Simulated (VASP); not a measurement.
# Cd (P6/mmm) in VASP: relaxation of cell and atoms with PBE

Aim: the relaxation of cell and atoms of Cd with PBE.

Program: VASP 6.6.1. These are calculated values, not measurements. Logs are shortened: lines on timing, memory, paths and dates and some standing lists are left out, and cuts for length are marked.

## Step 1: The cell of the first run

It takes space group P6/mmm (No. 191, hexagonal). The conventional cell has a = 3.118 Å, b = 3.118 Å, c = 3.027 Å, α = 90.00°, β = 90.00°, γ = 120.00°. Within 4.0 Å of Cd (site symmetry 6/mmm) lie 8 Cd at 3.03 to 3.12 Å.

This isn't the form of Cd at room conditions, which is hcp.

## Step 2: Relaxation of cell and atoms, PBE

Input file INCAR:

```
PREC = Accurate
ENCUT = 600
EDIFF = 1E-6
ISMEAR = 0
SIGMA = 0.1
LREAL = F
LASPH = T
NELM = 100
ALGO = Fast
ISIF = 3
LWAVE = F
LCHARG = F
GGA = PE
IBRION = 2
NSW = 100
EDIFFG = -0.01
```

Input file KPOINTS:

```
Automatic mesh
0
Gamma
  21 21 18
```

Input file POSCAR:

```
Cd
1.0
    3.1182016165      0.0000000000      0.0000000000
   -1.5591008082      2.7004418140      0.0000000000
    0.0000000000      0.0000000000      3.0265551010
Cd
1
Direct
    0.0000000000      0.0000000000      0.0000000000
```

Potentials or basis: VASP PAW PBE potentials, release 64 (Cd).

Started as:

```console
$ cat potpaw_PBE.64/Cd/POTCAR > POTCAR
$ mpirun -np 1 vasp_std > vasp.out
```

OUTCAR:

```text
PREC = Accurate
   ENCUT = 600
   EDIFF = 1E-6
   ISMEAR = 0
   LREAL = F
   LASPH = T
   NELM = 100
   ISIF = 3
   GGA = PE
   IBRION = 2
   NSW = 100
   EDIFFG = -0.01

 ion  position               nearest neighbor table
   1  0.000  0.000  0.000-

  LATTYP: Found a hexagonal cell.
 ALAT       =     3.1182016165
 C/A-ratio  =     0.9706091758

  Lattice vectors:

 A1 = (   3.1182016165,   0.0000000000,   0.0000000000)
 A2 = (  -1.5591008082,   2.7004418140,   0.0000000000)
 A3 = (   0.0000000000,   0.0000000000,   3.0265551010)

Analysis of symmetry for initial positions (statically):
=====================================================================
 Subroutine PRICEL returns:
 Original cell was already a primitive cell.

 Routine SETGRP: Setting up the symmetry group for a
 hexagonal supercell.

 Subroutine GETGRP returns: Found 24 space group operations
 (whereof 24 operations were pure point group operations)
 out of a pool of 24 trial point group operations.

The static configuration has the point symmetry D_6h.

Analysis of symmetry for dynamics (positions and initial velocities):
=====================================================================
 Subroutine PRICEL returns:
 Original cell was already a primitive cell.

 Routine SETGRP: Setting up the symmetry group for a
 hexagonal supercell.

 Subroutine GETGRP returns: Found 24 space group operations
 (whereof 24 operations were pure point group operations)
 out of a pool of 24 trial point group operations.

The dynamic configuration has the point symmetry D_6h.

 Subroutine INISYM returns: Found 24 space group operations
 (whereof 24 operations are pure point group operations),
 and found     1 'primitive' translations

----------------------------------------------------------------------------------------

                                     Primitive cell

  volume of cell :      25.4852

  direct lattice vectors                    reciprocal lattice vectors
     3.118201616  0.000000000  0.000000000     0.320697672  0.185154887  0.000000000
    -1.559100808  2.700441814  0.000000000     0.000000000  0.370309775  0.000000000
     0.000000000  0.000000000  3.026555101     0.000000000  0.000000000  0.330408655

  length of vectors
     3.118201616  3.118201616  3.026555101     0.370309775  0.370309775  0.330408655

  position of ions in fractional coordinates (direct lattice)
     0.000000000  0.000000000  0.000000000

  ion indices of the primitive-cell ions
   primitive index   ion index
                 1           1

----------------------------------------------------------------------------------------

 KPOINTS: Automatic mesh

Automatic generation of k-mesh.
 Grid dimensions read from file:
 generate k-points for:   21   21   18

 Generating k-lattice:

  Cartesian coordinates                     Fractional coordinates (reciprocal lattice)
     0.015271318  0.008816899  0.000000000     0.047619048  0.000000000  0.000000000
     0.000000000  0.017633799  0.000000000     0.000000000  0.047619048  0.000000000
     0.000000000  0.000000000  0.018356036     0.000000000  0.000000000  0.055555556

  Length of vectors
     0.017633799  0.017633799  0.018356036

  Shift w.r.t. Gamma in fractional coordinates (k-lattice)
     0.000000000  0.000000000  0.000000000

 Subroutine IBZKPT returns following result:
 ===========================================

 Found    480 irreducible k-points:

 Following reciprocal coordinates:
            Coordinates               Weight
  0.000000  0.000000  0.000000      1.000000
  0.047619 -0.000000  0.000000      6.000000
  0.095238 -0.000000  0.000000      6.000000
  0.142857 -0.000000  0.000000      6.000000
  0.190476 -0.000000  0.000000      6.000000
  0.238095  0.000000  0.000000      6.000000
[... 16 lines left out ...]
  0.142857  0.095238  0.000000     12.000000
  0.190476  0.095238  0.000000     12.000000
 [... further k-points ...]
   k-points           NKPTS =    480   k-points in BZ     NKDIM =    480   number of bands    NBANDS=     10
   number of dos      NEDOS =    301   number of ions     NIONS =      1
   total plane-waves  NPLWV =  18816
   dimension x,y,z NGX =    28 NGY =   28 NGZ =   24
   dimension x,y,z NGXF=    56 NGYF=   56 NGZF=   48
   ions per type =               1
   NGX,Y,Z   is equivalent  to a cutoff of  14.93, 14.93, 13.18 a.u.
   NGXF,Y,Z  is equivalent  to a cutoff of  29.86, 29.86, 26.37 a.u.
 SYSTEM =  unknown system
   PREC   = accura    normal or accurate (medium, high low for compatibility)
   ISTART =      0    job   : 0-new  1-cont  2-samecut
   ICHARG =      2    charge: 1-file 2-atom 10-const
   ISPIN  =      1    spin polarized calculation?
   LNONCOLLINEAR =      F non collinear calculations
   LSORBIT =      F    spin-orbit coupling
   LASPH  =      T    aspherical Exc in radial PAW
   ENCUT  =  600.0 eV  44.10 Ry    6.64 a.u.   6.23  6.23  6.04*2*pi/ulx,y,z
   NELM   =    100;   NELMIN=  2; NELMDL= -5     # of ELM steps
   EDIFF  = 0.1E-05   stopping-criterion for ELM
   LREAL  =      F    real-space projection
   EDIFFG = -.1E-01   stopping-criterion for IOM
   NSW    =    100    number of steps for IOM
   IBRION =      2    ionic relax: 0-MD 1-quasi-New 2-CG
   NFREE  =      1    steps in history (QN), initial steepest desc. (CG)
   ISIF   =      3    stress and relaxation
   ISYM   =      2    0-nonsym 1-usesym 2-fastsym
   POTIM  = 0.5000    time-step for ionic-motion
   TEBEG  =    0.0;   TEEND  =   0.0 temperature during run
   PSTRESS=    0.0 pullay stress
   NELECT =      12.0000    total number of electrons
   NUPDOWN=      -1.0000    fix difference up-down
   EMIN   =  10.00;   EMAX   =-10.00  energy-range for DOS
   EFERMI =   0.00;   METHOD = LEGACY
   ISMEAR =     0;   SIGMA  =   0.10  broadening in eV -4-tet -1-fermi 0-gaus
   EFERMI_NEDOS =   21; number of points for ismear=-14 and -15
   IALGO  =     68    algorithm
   IMIX   =      4    mixing-type and parameters
     AMIX     =   0.40;   BMIX     =  1.00
     AMIX_MAG =   1.60;   BMIX_MAG =  1.00
  volume/ion in A,a.u.               =      25.49       171.98
  Fermi-wavevector in a.u.,A,eV,Ry     =   1.273619  2.406790 22.070068  1.622104
  Thomas-Fermi vector in A             =   2.406432
   LORBIT       =      0    0 simple, 1 ext, 2 COOP (PROOUT), +10 PAW based schemes
   GGA     = PE    functional components
   LHFCALC =     F    Hartree Fock is set to
   AEXX    =    0.0000 exact exchange contribution
   IVDW    =     0    specifies the selected vdW correction
   LEPSILON=     F    determine dielectric tensor
   LRPA    =     F    only Hartree local field effects (RPA)
 conjugate gradient relaxation of ions
 non-spin polarized calculation
 RMM-DIIS sequential band-by-band and
 Gauss-broadening in eV      SIGMA  =   0.10
  energy-cutoff  :      600.00
  volume of cell :       25.49
 maximum number of plane-waves:       877
 NGX is ok and might be reduce to    28
   NGX = 13   NGY = 13   NGZ = 13

--------------------------------------- Ionic step        1  -------------------------------------------

 number of electron      12.0000001 magnetization

 Free energy of the ion-electron system (eV)
  ---------------------------------------------------
  ext. energy  EPLUGINS =         0.00000000
  ---------------------------------------------------
  free energy    TOTEN  =        -0.67216109 eV

  energy without entropy =       -0.67030071  energy(sigma->0) =       -0.67123090

------------------------ aborting loop because EDIFF is reached ----------------------------------------

  FORCE on cell =-STRESS in cart. coord.  units (eV):
  Direction    XX          YY          ZZ          XY          YZ          ZX
  --------------------------------------------------------------------------------------
  -------------------------------------------------------------------------------------
  Total       -0.1029027     -0.1029027      0.1532248     -0.0000000      0.0000000      0.0000000
  in kB       -6.4691886     -6.4691886      9.6327897     -0.0000000      0.0000000      0.0000000
  external PRESSURE =      -1.1018625 kB  Pullay stress =       0.0000000 kB
[... 160 lines left out ...]
  energy  without entropy=       -0.6759599499  energy(sigma->0) =       -0.67680460

--------------------------------------- Ionic step        6  -------------------------------------------

 number of electron      12.0000001 magnetization

 Free energy of the ion-electron system (eV)
  ---------------------------------------------------
  ext. energy  EPLUGINS =         0.00000000
  ---------------------------------------------------
  free energy    TOTEN  =        -0.67770657 eV

  energy without entropy =       -0.67599776  energy(sigma->0) =       -0.67685216

 E-fermi :   1.8101     XC(G=0): -10.1582

 val. band max:        1.7925924089   @ k =   0.4286   0.0476   0.0556
 cond. band min:       1.8178132990   @ k =   0.4286  -0.0000   0.5000
 fundamental gap:      0.0252208901
 Fermi energy:         1.8100878511

 k-point     1 :       0.0000    0.0000    0.0000
  band No.  band energies     occupation
      1      -7.6886      2.00000
      2      -7.0840      2.00000
      3      -7.0840      2.00000
      4      -6.4079      2.00000
      5      -6.4079      2.00000
      6      -5.9447      2.00000
      7       9.5559      0.00000
      8      13.4023      0.00000
      9      16.0151      0.00000
     10      16.0152      0.00000
[... 287 lines left out ...]
 k-point    24 :       0.1905    0.0952    0.0000
  band No.  band energies     occupation
      1      -7.4630      2.00000
      2      -7.2285      2.00000
      3      -6.7098      2.00000
      4      -6.6629      2.00000
      5      -6.4742      2.00000
      6      -4.3736      2.00000
      7       8.5093      0.00000
      8      10.6884      0.00000
      9      11.4329      0.00000
     10      14.1078      0.00000

 [... further k-points ...]

------------------------ aborting loop because EDIFF is reached ----------------------------------------

  FORCE on cell =-STRESS in cart. coord.  units (eV):
  Direction    XX          YY          ZZ          XY          YZ          ZX
  --------------------------------------------------------------------------------------
  -------------------------------------------------------------------------------------
  Total       -0.0022973     -0.0022973      0.0063548     -0.0000000      0.0000000      0.0000000
  in kB       -0.1453760     -0.1453760      0.4021462     -0.0000000      0.0000000      0.0000000
  external PRESSURE =       0.0371314 kB  Pullay stress =       0.0000000 kB
[... 16 lines left out ...]
  FREE ENERGIE OF THE ION-ELECTRON SYSTEM (eV)
  ---------------------------------------------------
  free  energy   TOTEN  =        -0.6777065663 eV

  energy  without entropy=       -0.6759977560  energy(sigma->0) =       -0.67685216

 reached required accuracy - stopping structural energy minimisation
```

Run time: 12 min. Hardware: 1 thread of AMD EPYC 7R13, shared host; peak memory 0.26 GiB.

What came out:

```yaml
Free_energy: -0.6777 eV
Relaxed_volume: 25.32 Å³/atom
Relaxed_cell: a = 3.048 Å, b = 3.048 Å, c = 3.146 Å, α = 90.00°, β = 90.00°, γ = 120.00°
Space_group_after_relaxing_to_0.1_Å: P6/mmm (No. 191)
Energy_gained_by_relaxing: 5.5 meV/atom
Ionic_steps: 6
Pressure_after_relaxing: 0.0 GPa
Band_gap_on_the_k_mesh: zero (bands 6 and 7 overlap by 6.02 eV)
```

The path:
```csv
step,energy change (eV),largest force (eV/Å),pressure (GPa),volume (Å³)
1,0.0000,0.0000,-0.11,25.49
2,-0.0020,0.0000,-0.01,25.42
3,-0.0052,0.0000,0.15,25.21
4,-0.0054,0.0000,0.35,25.15
5,-0.0055,0.0000,-0.08,25.47
6,-0.0055,0.0000,0.00,25.32
```

Final structure:
```xyz
1
Lattice="3.0483 0.0000 0.0000 -1.5241 2.6399 0.0000 0.0000 0.0000 3.1462" Properties=species:S:1:pos:R:3 pbc="T T T"
Cd    0.0000    0.0000    3.1462
```

The gap in the log of VASP goes by the Fermi energy; the results here count the filled bands.